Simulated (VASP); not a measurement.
# RbP3 (Pm-3m) in VASP: notebook

The runs below take RbP3 through relaxation of cell and atoms, single point, with PBE.

Program: VASP 6.6.1. These are calculated values, not measurements. Logs are shortened: lines on timing, memory, paths and dates and some standing lists are left out, and cuts for length are marked.

### Step 1. The cell of the first run

It takes space group Pm-3m (No. 221, cubic). Conventional cell: a = 4.362 Å, b = 4.362 Å, c = 4.362 Å, α = 90.00°, β = 90.00°, γ = 90.00°. Rb (site symmetry m-3m) has 12 P at 3.08 Å within 4.1 Å. Within 4.1 Å of P (site symmetry 4/mmm) lie 4 Rb at 3.08 Å and 8 P at 3.08 Å.

### Step 2. Relaxation of cell and atoms, PBE

Input file INCAR:

```
SYSTEM = RbP3
ALGO = Normal ; EDIFF = 1E-6
EDIFFG = -0.01 ; ENCUT = 600
GGA = PE ; IBRION = 2
ISIF = 3 ; ISMEAR = 0
LASPH = .True. ; LCHARG = .False.
LREAL = .False. ; LWAVE = .False.
NELM = 100 ; NSW = 100
PREC = Accurate ; SIGMA = 0.1
```

Input file KPOINTS:

```
k-points
0
Gamma
  10 10 10
  0 0 0
```

Input file POSCAR:

```
RbP3
1.0
    4.3619130159      0.0000000000      0.0000000000
    0.0000000000      4.3619130159      0.0000000000
    0.0000000000      0.0000000000      4.3619130159
Rb P
1 3
Direct
    0.0000000000      0.0000000000      0.0000000000
    0.0000000000      0.5000000000      0.5000000000
    0.5000000000      0.0000000000      0.5000000000
    0.5000000000      0.5000000000      0.0000000000
```

Potentials or basis: VASP PAW PBE potentials, release 64 (Rb_sv, P).

The run is started by

```bash
$ cat potpaw_PBE.64/Rb_sv/POTCAR potpaw_PBE.64/P/POTCAR > POTCAR
$ mpirun -np 1 vasp_std > vasp.out
```

OUTCAR:

```text
SYSTEM = RbP3
   EDIFF = 1E-6
   EDIFFG = -0.01
   ENCUT = 600
   GGA = PE
   IBRION = 2
   ISIF = 3
   ISMEAR = 0
   LASPH = .True.
   LREAL = .False.
   NELM = 100
   NSW = 100
   PREC = Accurate

 ion  position               nearest neighbor table
   1  0.000  0.000  0.000-   2 3.08   3 3.08   4 3.08   2 3.08   3 3.08   2 3.08   4 3.08   2 3.08
                             3 3.08   4 3.08   3 3.08   4 3.08
   2  0.000  0.500  0.500-   1 3.08   1 3.08   1 3.08   1 3.08
   3  0.500  0.000  0.500-   1 3.08   1 3.08   1 3.08   1 3.08
   4  0.500  0.500  0.000-   1 3.08   1 3.08   1 3.08   1 3.08

  LATTYP: Found a simple cubic cell.
 ALAT       =     4.3619130159

  Lattice vectors:

 A1 = (   4.3619130159,   0.0000000000,   0.0000000000)
 A2 = (   0.0000000000,   4.3619130159,   0.0000000000)
 A3 = (   0.0000000000,   0.0000000000,   4.3619130159)

Analysis of symmetry for initial positions (statically):
=====================================================================
 Subroutine PRICEL returns:
 Original cell was already a primitive cell.

 Routine SETGRP: Setting up the symmetry group for a
 simple cubic supercell.

 Subroutine GETGRP returns: Found 48 space group operations
[... 9 lines left out ...]

 Routine SETGRP: Setting up the symmetry group for a
 simple cubic supercell.

 Subroutine GETGRP returns: Found 48 space group operations
[... 11 lines left out ...]
                                     Primitive cell

  volume of cell :      82.9910

  direct lattice vectors                    reciprocal lattice vectors
     4.361913016  0.000000000  0.000000000     0.229257208  0.000000000  0.000000000
     0.000000000  4.361913016  0.000000000     0.000000000  0.229257208  0.000000000
     0.000000000  0.000000000  4.361913016     0.000000000  0.000000000  0.229257208

  length of vectors
     4.361913016  4.361913016  4.361913016     0.229257208  0.229257208  0.229257208

  position of ions in fractional coordinates (direct lattice)
     0.000000000  0.000000000  0.000000000
     0.000000000  0.500000000  0.500000000
     0.500000000  0.000000000  0.500000000
     0.500000000  0.500000000  0.000000000

  ion indices of the primitive-cell ions
   primitive index   ion index
                 1           1
                 2           2
                 3           3
                 4           4

----------------------------------------------------------------------------------------

 KPOINTS: k-points

Automatic generation of k-mesh.
 Grid dimensions read from file:
 generate k-points for:   10   10   10

 Generating k-lattice:

  Cartesian coordinates                     Fractional coordinates (reciprocal lattice)
     0.022925721  0.000000000  0.000000000     0.100000000  0.000000000  0.000000000
     0.000000000  0.022925721  0.000000000     0.000000000  0.100000000  0.000000000
     0.000000000  0.000000000  0.022925721     0.000000000  0.000000000  0.100000000

  Length of vectors
     0.022925721  0.022925721  0.022925721

  Shift w.r.t. Gamma in fractional coordinates (k-lattice)
     0.000000000  0.000000000  0.000000000

 Subroutine IBZKPT returns following result:
 ===========================================

 Found     56 irreducible k-points:

 Following reciprocal coordinates:
            Coordinates               Weight
  0.000000  0.000000  0.000000      1.000000
  0.100000  0.000000  0.000000      6.000000
  0.200000  0.000000  0.000000      6.000000
  0.300000  0.000000  0.000000      6.000000
[... 35 lines left out ...]
   LSORBIT =      F    spin-orbit coupling
   LASPH  =      T    aspherical Exc in radial PAW
   ENCUT  =  600.0 eV  44.10 Ry    6.64 a.u.   8.71  8.71  8.71*2*pi/ulx,y,z
   NELM   =    100;   NELMIN=  2; NELMDL= -5     # of ELM steps
   EDIFF  = 0.1E-05   stopping-criterion for ELM
   LREAL  =      F    real-space projection
   EDIFFG = -.1E-01   stopping-criterion for IOM
   NSW    =    100    number of steps for IOM
   IBRION =      2    ionic relax: 0-MD 1-quasi-New 2-CG
   NFREE  =      1    steps in history (QN), initial steepest desc. (CG)
   ISIF   =      3    stress and relaxation
   ISYM   =      2    0-nonsym 1-usesym 2-fastsym
   POTIM  = 0.5000    time-step for ionic-motion
   TEBEG  =    0.0;   TEEND  =   0.0 temperature during run
   PSTRESS=    0.0 pullay stress
   NELECT =      24.0000    total number of electrons
   NUPDOWN=      -1.0000    fix difference up-down
   EMIN   =  10.00;   EMAX   =-10.00  energy-range for DOS
   EFERMI =   0.00;   METHOD = LEGACY
   ISMEAR =     0;   SIGMA  =   0.10  broadening in eV -4-tet -1-fermi 0-gaus
   EFERMI_NEDOS =   21; number of points for ismear=-14 and -15
   IALGO  =     38    algorithm
   IMIX   =      4    mixing-type and parameters
     AMIX     =   0.40;   BMIX     =  1.00
     AMIX_MAG =   1.60;   BMIX_MAG =  1.00
  volume/ion in A,a.u.               =      20.75       140.01
  Fermi-wavevector in a.u.,A,eV,Ry     =   1.082601  2.045818 15.946354  1.172024
  Thomas-Fermi vector in A             =   2.218646
   LORBIT       =      0    0 simple, 1 ext, 2 COOP (PROOUT), +10 PAW based schemes
   GGA     = PE    functional components
   LHFCALC =     F    Hartree Fock is set to
   AEXX    =    0.0000 exact exchange contribution
   IVDW    =     0    specifies the selected vdW correction
   LEPSILON=     F    determine dielectric tensor
   LRPA    =     F    only Hartree local field effects (RPA)
 conjugate gradient relaxation of ions
 non-spin polarized calculation
 Gauss-broadening in eV      SIGMA  =   0.10
  energy-cutoff  :      600.00
  volume of cell :       82.99
 maximum number of plane-waves:      2800
 NGX is ok and might be reduce to    36
   NGX = 17   NGY = 17   NGZ = 17

--------------------------------------- Ionic step        1  -------------------------------------------

 number of electron      24.0000002 magnetization

 Free energy of the ion-electron system (eV)
  ---------------------------------------------------
  ext. energy  EPLUGINS =         0.00000000
  ---------------------------------------------------
  free energy    TOTEN  =       -13.58839339 eV

  energy without entropy =      -13.57626347  energy(sigma->0) =      -13.58232843

------------------------ aborting loop because EDIFF is reached ----------------------------------------

  FORCE on cell =-STRESS in cart. coord.  units (eV):
  Direction    XX          YY          ZZ          XY          YZ          ZX
  --------------------------------------------------------------------------------------
  -------------------------------------------------------------------------------------
  Total        0.0781741      0.0781741      0.0781741     -0.0000000     -0.0000000      0.0000000
  in kB        1.5091854      1.5091854      1.5091854     -0.0000000     -0.0000000      0.0000000
  external PRESSURE =       1.5091854 kB  Pullay stress =       0.0000000 kB

 VOLUME and BASIS-vectors are now :
 -----------------------------------------------------------------------------
  energy-cutoff  :      600.00
  volume of cell :       82.99
      direct lattice vectors                 reciprocal lattice vectors
     4.361913016  0.000000000  0.000000000     0.229257208  0.000000000  0.000000000
     0.000000000  4.361913016  0.000000000     0.000000000  0.229257208  0.000000000
     0.000000000  0.000000000  4.361913016     0.000000000  0.000000000  0.229257208

 POSITION                                       TOTAL-FORCE (eV/Angst)
 -----------------------------------------------------------------------------------
      0.00000      0.00000      0.00000         0.000000      0.000000      0.000000
      0.00000      2.18096      2.18096         0.000000      0.000000      0.000000
      2.18096      0.00000      2.18096         0.000000      0.000000      0.000000
      2.18096      2.18096      0.00000         0.000000      0.000000      0.000000
 -----------------------------------------------------------------------------------
    total drift:                               -0.000000      0.000000      0.000000

  FREE ENERGIE OF THE ION-ELECTRON SYSTEM (eV)
  ---------------------------------------------------
  free  energy   TOTEN  =       -13.5883933856 eV

  energy  without entropy=      -13.5762634699  energy(sigma->0) =      -13.58232843

--------------------------------------- Ionic step        2  -------------------------------------------

 number of electron      24.0000002 magnetization

 Free energy of the ion-electron system (eV)
  ---------------------------------------------------
  ext. energy  EPLUGINS =         0.00000000
  ---------------------------------------------------
  free energy    TOTEN  =       -13.58851912 eV

  energy without entropy =      -13.57637880  energy(sigma->0) =      -13.58244896

 E-fermi :   4.5688     XC(G=0): -10.0730

 val. band max:        4.5590722807   @ k =   0.3000   0.1000   0.0000
 cond. band min:       4.5771820324   @ k =   0.4000   0.2000   0.0000
 fundamental gap:      0.0181097517
 Fermi energy:         4.5687544880

 k-point     1 :       0.0000    0.0000    0.0000
  band No.  band energies     occupation
      1     -20.9785      2.00000
      2      -7.3101      2.00000
      3      -5.4565      2.00000
      4      -5.4565      2.00000
      5      -5.4565      2.00000
      6      -3.2974      2.00000
[... 433 lines left out ...]
      3      -5.8373      2.00000
      4      -5.4678      2.00000
      5      -4.8196      2.00000
      6      -3.5723      2.00000
[... 8 lines left out ...]
     15       6.9326      0.00000
     16       6.9709      0.00000

 [... further k-points ...]
[... 5 lines left out ...]
  --------------------------------------------------------------------------------------
  -------------------------------------------------------------------------------------
  Total        0.0120363      0.0120363      0.0120363     -0.0000000     -0.0000000      0.0000000
  in kB        0.2317097      0.2317097      0.2317097     -0.0000000     -0.0000000      0.0000000
  external PRESSURE =       0.2317097 kB  Pullay stress =       0.0000000 kB

 VOLUME and BASIS-vectors are now :
 -----------------------------------------------------------------------------
  energy-cutoff  :      600.00
  volume of cell :       83.23
      direct lattice vectors                 reciprocal lattice vectors
     4.366025566 -0.000000000  0.000000000     0.229041261  0.000000000  0.000000000
    -0.000000000  4.366025566  0.000000000     0.000000000  0.229041261  0.000000000
    -0.000000000 -0.000000000  4.366025566    -0.000000000 -0.000000000  0.229041261

 POSITION                                       TOTAL-FORCE (eV/Angst)
 -----------------------------------------------------------------------------------
      0.00000      0.00000      0.00000        -0.000000      0.000000      0.000000
     -0.00000      2.18301      2.18301        -0.000000      0.000000      0.000000
      2.18301     -0.00000      2.18301         0.000000     -0.000000      0.000000
      2.18301      2.18301      0.00000         0.000000      0.000000      0.000000
 -----------------------------------------------------------------------------------
    total drift:                               -0.000000      0.000000      0.000000

  FREE ENERGIE OF THE ION-ELECTRON SYSTEM (eV)
  ---------------------------------------------------
  free  energy   TOTEN  =       -13.5885191152 eV

  energy  without entropy=      -13.5763787979  energy(sigma->0) =      -13.58244896

 reached required accuracy - stopping structural energy minimisation
```

Wall time 65 s (1 thread of Intel Xeon Platinum 8488C (Sapphire Rapids), shared host); peak memory 0.26 GiB.

What came out:

| Item | Value |
| --- | --- |
| Free energy | -13.5885 eV |
| Relaxed volume | 20.81 Å³/atom |
| Relaxed cell | a = 4.366 Å, b = 4.366 Å, c = 4.366 Å, α = 90.00°, β = 90.00°, γ = 90.00° |
| Space group after relaxing (to 0.05 Å) | Pm-3m (No. 221) |
| Energy gained by relaxing | 0.0 meV/atom |
| Ionic steps | 2 |
| Pressure after relaxing | 0.0 GPa |
| Band gap on the k mesh | zero (band 12 reaches 7.63 eV, above the bottom of band 13 at 4.11 eV) |

The path:
```
step  energy change (eV)  largest force (eV/Å)  pressure (GPa)  volume (Å³)
   1              0.0000                0.0000            0.15        82.99
   2             -0.0001                0.0000            0.02        83.23
```

Final structure:
```cif
data_structure
_symmetry_space_group_name_H-M 'P 1'
_symmetry_Int_Tables_number 1
_cell_length_a 4.3660
_cell_length_b 4.3660
_cell_length_c 4.3660
_cell_angle_alpha 90.000
_cell_angle_beta 90.000
_cell_angle_gamma 90.000
_cell_volume 83.23
loop_
_atom_site_label
_atom_site_type_symbol
_atom_site_fract_x
_atom_site_fract_y
_atom_site_fract_z
_atom_site_occupancy
Rb1 Rb 0.00000 0.00000 0.00000 1
P1 P 0.00000 0.50000 0.50000 1
P2 P 0.50000 0.00000 0.50000 1
P3 P 0.50000 0.50000 0.00000 1
```

### Step 3. Single point, PBE

This run uses another cell than the first one, of 22.41 Å³/atom, 1.080 times its volume.

Input file INCAR:

```
ALGO = Normal
EDIFF = 1E-6
ENCUT = 520
GGA = PE
ISIF = 2
ISMEAR = 0
LASPH = True
LCHARG = False
LREAL = False
LWAVE = False
NBANDS = 20
NELM = 100
PREC = Accurate
SIGMA = 0.1
```

Input file KPOINTS:

```
k-points
0
Gamma
  4 4 4
```

Input file POSCAR:

```
RbP3
1.0
    4.4753913300      0.0000000000      0.0000000000
    0.0000000000      4.4753913300      0.0000000000
    0.0000000000      0.0000000000      4.4753913300
Rb P
1 3
Direct
    0.0000000000      0.0000000000      0.0000000000
    0.0000000000      0.5000000000      0.5000000000
    0.5000000000      0.0000000000      0.5000000000
    0.5000000000      0.5000000000      0.0000000000
```

Potentials or basis: VASP PAW PBE potentials, release 64 (Rb_sv, P).

The run is started by

```bash
$ cat potpaw_PBE.64/Rb_sv/POTCAR potpaw_PBE.64/P/POTCAR > POTCAR
$ mpirun -np 1 vasp_std > vasp.out
```

OUTCAR:

```text
EDIFF = 1E-6
   ENCUT = 520
   GGA = PE
   ISIF = 2
   ISMEAR = 0
   LASPH = True
   LREAL = False
   NELM = 100
   PREC = Accurate

 ion  position               nearest neighbor table
   1  0.000  0.000  0.000-   2 3.16   3 3.16   4 3.16   2 3.16   3 3.16   2 3.16   4 3.16   2 3.16
                             3 3.16   4 3.16   3 3.16   4 3.16
   2  0.000  0.500  0.500-   1 3.16   1 3.16   1 3.16   1 3.16
   3  0.500  0.000  0.500-   1 3.16   1 3.16   1 3.16   1 3.16
   4  0.500  0.500  0.000-   1 3.16   1 3.16   1 3.16   1 3.16
[... 414 lines left out ...]
  Direction    XX          YY          ZZ          XY          YZ          ZX
  --------------------------------------------------------------------------------------
  -------------------------------------------------------------------------------------
  Total       -1.6922530     -1.6922530     -1.6922530      0.0000000     -0.0000000      0.0000000
  in kB      -30.2470357    -30.2470357    -30.2470357      0.0000000     -0.0000000      0.0000000
  external PRESSURE =     -30.2470357 kB  Pullay stress =       0.0000000 kB

 VOLUME and BASIS-vectors are now :
 -----------------------------------------------------------------------------
  energy-cutoff  :      520.00
  volume of cell :       89.64
      direct lattice vectors                 reciprocal lattice vectors
     4.475391330  0.000000000  0.000000000     0.223444147  0.000000000  0.000000000
     0.000000000  4.475391330  0.000000000     0.000000000  0.223444147  0.000000000
     0.000000000  0.000000000  4.475391330     0.000000000  0.000000000  0.223444147

 POSITION                                       TOTAL-FORCE (eV/Angst)
 -----------------------------------------------------------------------------------
      0.00000      0.00000      0.00000         0.000000      0.000000      0.000000
      0.00000      2.23770      2.23770         0.000000      0.000000      0.000000
      2.23770      0.00000      2.23770         0.000000      0.000000      0.000000
      2.23770      2.23770      0.00000         0.000000      0.000000      0.000000
 -----------------------------------------------------------------------------------
    total drift:                               -0.000000      0.000000      0.000000

  FREE ENERGIE OF THE ION-ELECTRON SYSTEM (eV)
  ---------------------------------------------------
  free  energy   TOTEN  =       -13.4889121810 eV

  energy  without entropy=      -13.4742208353  energy(sigma->0) =      -13.48156651
```

It took 13 s on 1 thread of Intel Xeon Platinum 8488C (Sapphire Rapids), shared host; peak memory 0.2 GiB.

What came out:

| Quantity | Value |
| --- | --- |
| Free energy | -13.4889 eV |
| Pressure | -3.0 GPa |
| Band gap on the k mesh | zero (band 12 reaches 6.65 eV, above the bottom of band 13 at 3.39 eV) |

Levels at points of the mesh, in eV from the Fermi level:
| k point | band 9 | band 10 | band 11 | band 12 | band 13 | band 14 | band 15 | band 16 |
| --- | --- | --- | --- | --- | --- | --- | --- | --- |
| (0.00, 0.00, 0.00) | -2.45 | -2.45 | 0.64 | 0.64 | 0.64 | 3.04 | 3.04 | 3.04 |
| (0.50, 0.00, 0.00) | -2.39 | -0.99 | -0.55 | -0.26 | -0.26 | -0.10 | 1.97 | 1.97 |
| (0.50, 0.50, 0.00) | -2.00 | -0.97 | -0.97 | -0.75 | 0.09 | 0.09 | 2.71 | 2.89 |
| (0.50, 0.50, 0.50) | -2.05 | -2.05 | -2.05 | 2.94 | 2.94 | 2.94 | 3.06 | 3.06 |

[end of part 1 of 2]
